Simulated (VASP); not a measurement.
# Ti3Al5 (Cmmm) in VASP: single point with r2SCAN

Aim: the single point of Ti3Al5 with r2SCAN.

Program: VASP 6.6.1. These are calculated values, not measurements. Logs are shortened: lines on timing, memory, paths and dates and some standing lists are left out, and cuts for length are marked.

## Step 1: The cell of the first run

The structure is orthorhombic, space group Cmmm (No. 65). Conventional cell: a = 5.375 Å, b = 5.651 Å, c = 8.325 Å, α = 90.00°, β = 90.00°, γ = 90.00°. Ti (site symmetry mmm) has 4 Ti at 2.69 to 2.83 Å and 8 Al at 2.84 Å within 3.5 Å. Within 3.5 Å of Ti (site symmetry mmm) lie 12 Al at 2.69 to 2.86 Å. Within 3.5 Å of Ti (site symmetry mmm) lie 4 Ti at 2.69 to 2.83 Å and 8 Al at 2.84 Å. Al (site symmetry 2) has 6 Al at 2.69 to 2.86 Å and 6 Ti at 2.84 to 2.86 Å within 3.5 Å. Al (site symmetry mmm) has 4 Ti at 2.69 to 2.83 Å and 8 Al at 2.86 Å within 3.5 Å.

## Step 2: Single point, r2SCAN (strain -0.0500 x Voigt [0, 0, 0, 0, 0, 1])

File POSCAR:

```
Ti3Al5
1.0
    3.8982868407     -0.0974571710      0.0000000000
   -0.0974571710      3.8982868407      0.0000000000
    0.0000000000      0.0000000000      8.3249320111
Ti Al
3 5
Direct
    0.0000000000      0.0000000000      0.5000000000
    0.5000000000      0.5000000000      0.0000000000
    0.5000000000      0.5000000000      0.5000000000
    0.0000000000      0.5000000000      0.2513308179
    0.0000000000      0.5000000000      0.7486691821
    0.5000000000      0.0000000000      0.2513308179
    0.5000000000      0.0000000000      0.7486691821
    0.0000000000      0.0000000000      0.0000000000
```

File INCAR.step1:

```
SYSTEM = Ti3Al5
PREC = Accurate
ENCUT = 520
ISMEAR = 0
SIGMA = 0.15
LREAL = .FALSE.
LASPH = .TRUE.
NELM = 60
NBANDS = 36
GGA = PE
ALGO = Normal
EDIFF = 1E-4
LWAVE = .TRUE.
LCHARG = .FALSE.
```

File INCAR.step2:

```
SYSTEM = Ti3Al5
PREC = Accurate
ENCUT = 520
EDIFF = 1E-6
ISMEAR = 0
SIGMA = 0.15
LREAL = .FALSE.
LASPH = .TRUE.
NELM = 60
ALGO = Normal
ISIF = 2
LWAVE = .FALSE.
LCHARG = .FALSE.
METAGGA = R2SCAN
LMIXTAU = .TRUE.
NBANDS = 36
ISTART = 1
```

File KPOINTS:

```
Automatic mesh
0
G
  10 10 6
  0 0 0
```

Potentials or basis: VASP PAW PBE potentials, release 64 (Ti_sv, Al).

Started as:

```sh
$ cat potpaw_PBE.64/Ti_sv/POTCAR potpaw_PBE.64/Al/POTCAR > POTCAR
$ cp INCAR.step1 INCAR
$ mpirun -np 1 vasp_std > vasp.out
$ cp INCAR.step2 INCAR
$ mpirun -np 1 vasp_std > vasp.out
```

OUTCAR:

```text
SYSTEM = Ti3Al5
   PREC = Accurate
   ENCUT = 520
   EDIFF = 1E-6
   ISMEAR = 0
   LREAL = .FALSE.
   LASPH = .TRUE.
   NELM = 60
   ISIF = 2
   METAGGA = R2SCAN
   ISTART = 1

 ion  position               nearest neighbor table
   1  0.000  0.000  0.500-   3 2.69   3 2.69   3 2.83   3 2.83   7 2.84   4 2.84   4 2.84   5 2.84
                             5 2.84   6 2.84   7 2.84   6 2.84
   2  0.500  0.500  0.000-   8 2.69   8 2.69   8 2.83   8 2.83   4 2.86   6 2.86   7 2.86   5 2.86
                             4 2.86   5 2.86   6 2.86   7 2.86
   3  0.500  0.500  0.500-   1 2.69   1 2.69   1 2.83   1 2.83   7 2.84   4 2.84   6 2.84   7 2.84
                             5 2.84   4 2.84   5 2.84   6 2.84
   4  0.000  0.500  0.251-   6 2.69   6 2.69   6 2.83   6 2.83   3 2.84   3 2.84   1 2.84   1 2.84
                             2 2.86   2 2.86   8 2.86   8 2.86
   5  0.000  0.500  0.749-   7 2.69   7 2.69   7 2.83   7 2.83   3 2.84   3 2.84   1 2.84   1 2.84
                             2 2.86   2 2.86   8 2.86   8 2.86
   6  0.500  0.000  0.251-   4 2.69   4 2.69   4 2.83   4 2.83   3 2.84   1 2.84   1 2.84   3 2.84
                             2 2.86   2 2.86   8 2.86   8 2.86
   7  0.500  0.000  0.749-   5 2.69   5 2.69   5 2.83   5 2.83   3 2.84   1 2.84   1 2.84   3 2.84
                             2 2.86   2 2.86   8 2.86   8 2.86
   8  0.000  0.000  0.000-   2 2.69   2 2.69   2 2.83   2 2.83   7 2.86   4 2.86   4 2.86   5 2.86
                             5 2.86   6 2.86   7 2.86   6 2.86

  LATTYP: Found a base centered orthorhombic cell.
 ALAT       =     5.3751848672
 B/A-ratio  =     1.0512820513
 C/A-ratio  =     1.5487712919

  Lattice vectors:

 A1 = (   3.8982868407,  -0.0974571710,   0.0000000000)
 A2 = (  -0.0974571710,   3.8982868407,   0.0000000000)
 A3 = (   0.0000000000,   0.0000000000,   8.3249320111)

Analysis of symmetry for initial positions (statically):
=====================================================================
 Subroutine PRICEL returns:
 Original cell was already a primitive cell.

 Routine SETGRP: Setting up the symmetry group for a
 base centered orthorhombic supercell.

 Subroutine GETGRP returns: Found  8 space group operations
 (whereof  8 operations were pure point group operations)
 out of a pool of  8 trial point group operations.

The static configuration has the point symmetry D_2h.

Analysis of symmetry for dynamics (positions and initial velocities):
=====================================================================
 Subroutine PRICEL returns:
 Original cell was already a primitive cell.

 Routine SETGRP: Setting up the symmetry group for a
 base centered orthorhombic supercell.

 Subroutine GETGRP returns: Found  8 space group operations
 (whereof  8 operations were pure point group operations)
 out of a pool of  8 trial point group operations.

The dynamic configuration has the point symmetry D_2h.

 Subroutine INISYM returns: Found  8 space group operations
 (whereof  8 operations are pure point group operations),
 and found     1 'primitive' translations

----------------------------------------------------------------------------------------

                                     Primitive cell

  volume of cell :     126.4319

  direct lattice vectors                    reciprocal lattice vectors
     3.898286841 -0.097457171  0.000000000     0.256683367  0.006417084  0.000000000
    -0.097457171  3.898286841  0.000000000     0.006417084  0.256683367  0.000000000
     0.000000000  0.000000000  8.324932011     0.000000000  0.000000000  0.120121101

  length of vectors
     3.899504865  3.899504865  8.324932011     0.256763568  0.256763568  0.120121101

  position of ions in fractional coordinates (direct lattice)
     0.000000000  0.000000000  0.500000000
     0.500000000  0.500000000  0.000000000
     0.500000000  0.500000000  0.500000000
     1.000000000  0.500000000  0.251330818
     1.000000000  0.500000000  0.748669182
     0.500000000  1.000000000  0.251330818
     0.500000000  1.000000000  0.748669182
     0.000000000  0.000000000  0.000000000

  ion indices of the primitive-cell ions
   primitive index   ion index
                 1           1
                 2           2
                 3           3
                 4           4
                 5           5
                 6           6
                 7           7
                 8           8

----------------------------------------------------------------------------------------

 KPOINTS: Automatic mesh

Automatic generation of k-mesh.
 Grid dimensions read from file:
 generate k-points for:   10   10    6

 Generating k-lattice:

  Cartesian coordinates                     Fractional coordinates (reciprocal lattice)
     0.025668337  0.000641708  0.000000000     0.100000000 -0.000000000  0.000000000
     0.000641708  0.025668337  0.000000000    -0.000000000  0.100000000  0.000000000
     0.000000000  0.000000000  0.020020184     0.000000000  0.000000000  0.166666667

  Length of vectors
     0.025676357  0.025676357  0.020020184

  Shift w.r.t. Gamma in fractional coordinates (k-lattice)
     0.000000000  0.000000000  0.000000000

 Subroutine IBZKPT returns following result:
 ===========================================

 Found    124 irreducible k-points:

 Following reciprocal coordinates:
            Coordinates               Weight
  0.000000  0.000000  0.000000      1.000000
  0.100000  0.000000  0.000000      4.000000
  0.200000  0.000000  0.000000      4.000000
  0.300000  0.000000  0.000000      4.000000
  0.400000  0.000000  0.000000      4.000000
  0.500000 -0.000000  0.000000      2.000000
[... 16 lines left out ...]
  0.300000  0.300000  0.000000      2.000000
  0.400000  0.300000  0.000000      4.000000
 [... further k-points ...]
   k-points           NKPTS =    124   k-points in BZ     NKDIM =    124   number of bands    NBANDS=     36
   number of dos      NEDOS =    301   number of ions     NIONS =      8
   total plane-waves  NPLWV =  57600
   dimension x,y,z NGX =    30 NGY =   30 NGZ =   64
   dimension x,y,z NGXF=    60 NGYF=   60 NGZF=  128
   ions per type =               3   5
   NGX,Y,Z   is equivalent  to a cutoff of  12.79, 12.79, 12.78 a.u.
   NGXF,Y,Z  is equivalent  to a cutoff of  25.58, 25.58, 25.56 a.u.
 SYSTEM =  Ti3Al5
   PREC   = accura    normal or accurate (medium, high low for compatibility)
   ISTART =      1    job   : 0-new  1-cont  2-samecut
   ICHARG =      0    charge: 1-file 2-atom 10-const
   ISPIN  =      1    spin polarized calculation?
   LNONCOLLINEAR =      F non collinear calculations
   LSORBIT =      F    spin-orbit coupling
   LASPH  =      T    aspherical Exc in radial PAW
   ENCUT  =  520.0 eV  38.22 Ry    6.18 a.u.   7.25  7.25 15.48*2*pi/ulx,y,z
   NELM   =     60;   NELMIN=  2; NELMDL=  0     # of ELM steps
   EDIFF  = 0.1E-05   stopping-criterion for ELM
   LREAL  =      F    real-space projection
[... 7 lines left out ...]
   TEBEG  =    0.0;   TEEND  =   0.0 temperature during run
   PSTRESS=    0.0 pullay stress
   NELECT =      51.0000    total number of electrons
   NUPDOWN=      -1.0000    fix difference up-down
   EMIN   =  10.00;   EMAX   =-10.00  energy-range for DOS
   EFERMI =   0.00;   METHOD = LEGACY
   ISMEAR =     0;   SIGMA  =   0.15  broadening in eV -4-tet -1-fermi 0-gaus
   EFERMI_NEDOS =   21; number of points for ismear=-14 and -15
   IALGO  =     38    algorithm
   IMIX   =      4    mixing-type and parameters
     AMIX     =   0.40;   BMIX     =  1.00
     AMIX_MAG =   1.60;   BMIX_MAG =  1.00
  volume/ion in A,a.u.               =      15.80       106.65
  Fermi-wavevector in a.u.,A,eV,Ry     =   1.209612  2.285835 19.907506  1.463160
  Thomas-Fermi vector in A             =   2.345184
   LORBIT       =      0    0 simple, 1 ext, 2 COOP (PROOUT), +10 PAW based schemes
   METAGGA = R2SCAN    functional components
   LHFCALC =     F    Hartree Fock is set to
   AEXX    =    0.0000 exact exchange contribution
   IVDW    =     0    specifies the selected vdW correction
   LEPSILON=     F    determine dielectric tensor
   LRPA    =     F    only Hartree local field effects (RPA)
 non-spin polarized calculation
 Gauss-broadening in eV      SIGMA  =   0.15
  energy-cutoff  :      520.00
  volume of cell :      126.43
 maximum number of plane-waves:      3428
 NGX is ok and might be reduce to    30
   NGX = 15   NGY = 15   NGZ = 31

 number of electron      51.0000001 magnetization

 Free energy of the ion-electron system (eV)
  ---------------------------------------------------
  ext. energy  EPLUGINS =         0.00000000
  ---------------------------------------------------
  free energy    TOTEN  =       -75.97504711 eV

  energy without entropy =      -75.92070964  energy(sigma->0) =      -75.94787838

 E-fermi :   8.5455     XC(G=0): -11.7356

 val. band max:        8.5445951384   @ k =   0.0000   0.0000   0.3333
 cond. band min:       8.5544573131   @ k =   0.1000   0.0000   0.1667
 fundamental gap:      0.0098621747
 Fermi energy:         8.5455327533

 k-point     1 :       0.0000    0.0000    0.0000
  band No.  band energies     occupation
      1     -50.5421      2.00000
      2     -50.3873      2.00000
      3     -50.0597      2.00000
      4     -25.8136      2.00000
      5     -25.8027      2.00000
      6     -25.7790      2.00000
[... 28 lines left out ...]
     35      11.4000      0.00000
     36      12.5265      0.00000

 k-point     2 :       0.1000    0.0000    0.0000
  band No.  band energies     occupation
      1     -50.5420      2.00000
      2     -50.3853      2.00000
      3     -50.0616      2.00000
      4     -25.8148      2.00000
      5     -25.8023      2.00000
      6     -25.7774      2.00000
[... 28 lines left out ...]
     35      11.3802      0.00000
     36      12.4153      0.00000
[... 817 lines left out ...]
     35      11.3823      0.00000
     36      11.6996      0.00000

 k-point    24 :       0.4000    0.3000    0.0000
  band No.  band energies     occupation
      1     -50.5405      2.00000
      2     -50.3641      2.00000
      3     -50.0808      2.00000
      4     -25.8309      2.00000
      5     -25.7979      2.00000
      6     -25.7807      2.00000
[... 28 lines left out ...]
     35      11.5179      0.00000
     36      11.6830      0.00000

 [... further k-points ...]
[... 5 lines left out ...]
  --------------------------------------------------------------------------------------
  -------------------------------------------------------------------------------------
  Total        0.5192136      0.5192136     -0.1589989      4.1083916      0.0000000      0.0000000
  in kB        6.5796054      6.5796054     -2.0148741     52.0625757      0.0000000      0.0000000
  external PRESSURE =       3.7147789 kB  Pullay stress =       0.0000000 kB

 VOLUME and BASIS-vectors are now :
 -----------------------------------------------------------------------------
  energy-cutoff  :      520.00
  volume of cell :      126.43
      direct lattice vectors                 reciprocal lattice vectors
     3.898286841 -0.097457171  0.000000000     0.256683367  0.006417084  0.000000000
    -0.097457171  3.898286841  0.000000000     0.006417084  0.256683367  0.000000000
     0.000000000  0.000000000  8.324932011     0.000000000  0.000000000  0.120121101

 POSITION                                       TOTAL-FORCE (eV/Angst)
 -----------------------------------------------------------------------------------
      0.00000      0.00000      4.16247         0.000000     -0.000000      0.000000
      1.90041      1.90041      0.00000         0.000000     -0.000000      0.000000
      1.90041      1.90041      4.16247         0.000000     -0.000000      0.000000
     -0.04873      1.94914      2.09231         0.000000      0.000000     -0.014227
     -0.04873      1.94914      6.23262        -0.000000      0.000000      0.014227
      1.94914     -0.04873      2.09231        -0.000000     -0.000000     -0.014227
      1.94914     -0.04873      6.23262        -0.000000      0.000000      0.014227
      0.00000      0.00000      0.00000         0.000000     -0.000000      0.000000
 -----------------------------------------------------------------------------------
    total drift:                                0.000000      0.000000      0.000000

  FREE ENERGIE OF THE ION-ELECTRON SYSTEM (eV)
  ---------------------------------------------------
  free  energy   TOTEN  =       -75.9750471136 eV

  energy  without entropy=      -75.9207096388  energy(sigma->0) =      -75.94787838
```

It took 19 min on 1 thread of Intel Xeon 6975P-C (Granite Rapids), shared host; peak memory 0.55 GiB.

Results:

| Property | Result |
| --- | --- |
| Free energy | -75.9750 eV |
| Pressure | 0.4 GPa |
| Largest force | 0.014 eV/Å |
| Band gap on the k mesh | zero (an odd number of electrons rules out a gap without spin polarisation) |

Forces on the atoms (eV/Å):
```
Ti   0.000  0.000  0.000
Ti   0.000  0.000  0.000
Ti   0.000  0.000  0.000
Al   0.000  0.000 -0.014
Al   0.000  0.000  0.014
Al   0.000  0.000 -0.014
Al   0.000  0.000  0.014
Al   0.000  0.000  0.000
```

Caveat: the cell differs from its parent crystal (strain -0.0500 x Voigt [0, 0, 0, 0, 0, 1]); the PAW data sets were made with another functional, which shifts forces and pressure a little.
